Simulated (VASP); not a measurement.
AlN, 8 atoms in the cell. The structure is monoclinic, space group Cm (No. 8). The conventional cell has a = 5.388 Å, b = 3.111 Å, c = 9.966 Å, α = 90.00°, β = 92.58°, γ = 90.00°. Al (site symmetry m) has 4 N at 1.89 to 1.97 Å within 2.5 Å. Within 2.5 Å of Al (site symmetry m) lie 4 N at 1.89 to 1.92 Å. Al (site symmetry m) has 4 N at 1.89 to 1.92 Å within 2.5 Å. Al (site symmetry m) has 4 N at 1.89 to 1.92 Å within 2.5 Å. Within 2.5 Å of N (site symmetry m) lie 4 Al at 1.89 to 1.97 Å. Within 2.5 Å of N (site symmetry m) lie 4 Al at 1.89 to 1.92 Å. Within 2.5 Å of N (site symmetry m) lie 4 Al at 1.89 to 1.92 Å. N (site symmetry m) has 4 Al at 1.89 to 1.92 Å within 2.5 Å. 

```yaml
Program: VASP 6.6.1
Task: single point
Functional: r2SCAN
Potentials_or_basis: VASP PAW PBE potentials, release 64 (Al, N)
Cutoff: 520 eV
k_mesh: 8 × 8 × 3
Occupations: gaussian, width 0.05 eV
Spin: no spin polarisation
Dipole_correction: no
Further_INCAR_settings: ALGO = Normal; EDIFF = 1e-06; NBANDS = 26
```

Potentials or basis: VASP PAW PBE potentials, release 64 (Al, N).

Launch:

```console
$ cat potpaw_PBE.64/Al/POTCAR potpaw_PBE.64/N/POTCAR > POTCAR
$ cp INCAR.step1 INCAR
$ mpirun -np 1 vasp_std > vasp.out
$ cp INCAR.step2 INCAR
$ mpirun -np 1 vasp_std > vasp.out
```

Hardware: 1 thread of Intel(R) Xeon(R) Platinum 8559C (Emerald Rapids) (shared host).

Task: Estimate the wall time of this run.

Result: Run time: 3.7 min on 1 thread of Intel(R) Xeon(R) Platinum 8559C (Emerald Rapids), on a shared host, peak memory 0.26 GiB. Counts: k points 57.
